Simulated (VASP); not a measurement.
Set up this calculation in VASP 6.6.1, as the native input.

```
Task                   : single point
Functional             : PBE
Potentials or basis    : VASP PAW PBE potentials, release 64 (Si, C)
Cutoff                 : 520 eV
k mesh                 : 10 × 10 × 10
Occupations            : gaussian, width 0.1 eV
Spin                   : no spin polarisation
Dipole correction      : no
Further INCAR settings : ALGO = Normal; EDIFF = 1e-06; NBANDS = 21
```

The structure of Si5C lies in POSCAR:

```
Si5C
1.0
    0.0000000000      3.5054548456      3.5054548456
    3.5054548456      0.0000000000      3.5054548456
    3.5054548456      3.5054548456      0.0000000000
Si C
5 1
Direct
    0.2500000000      0.2500000000      0.2500000000
    0.6254312181      0.6254312181      0.6254312181
    0.1237063456      0.6254312181      0.6254312181
    0.6254312181      0.6254312181      0.1237063456
    0.6254312181      0.1237063456      0.6254312181
    0.0000000000      0.0000000000      0.0000000000
```

The cell was generated, and may not be a known phase.

These files were run (other wordings do the same):

INCAR

```
SYSTEM = Si5C
ALGO = Normal ; EDIFF = 1E-6
ENCUT = 520 ; GGA = PE
ISIF = 2 ; ISMEAR = 0
LASPH = .True. ; LCHARG = .False.
LREAL = .False. ; LWAVE = .False.
NBANDS = 21 ; NELM = 60
PREC = Accurate ; SIGMA = 0.1
```

KPOINTS

```
k-points
0
Gamma
  10 10 10
  0 0 0
```

Potentials or basis: VASP PAW PBE potentials, release 64 (Si, C).

Run with:

```console
$ cat potpaw_PBE.64/Si/POTCAR potpaw_PBE.64/C/POTCAR > POTCAR
$ mpirun -np 1 vasp_std > vasp.out
```

It gave:

```yaml
Pressure: 0.0 GPa
Band_gap_on_the_k_mesh: zero (bands 12 and 13 overlap by 2.60 eV)
```

Wall time 50 s on 1 thread of Intel(R) Xeon(R) 6975P-C (Granite Rapids) (shared host), peak memory 0.26 GiB.
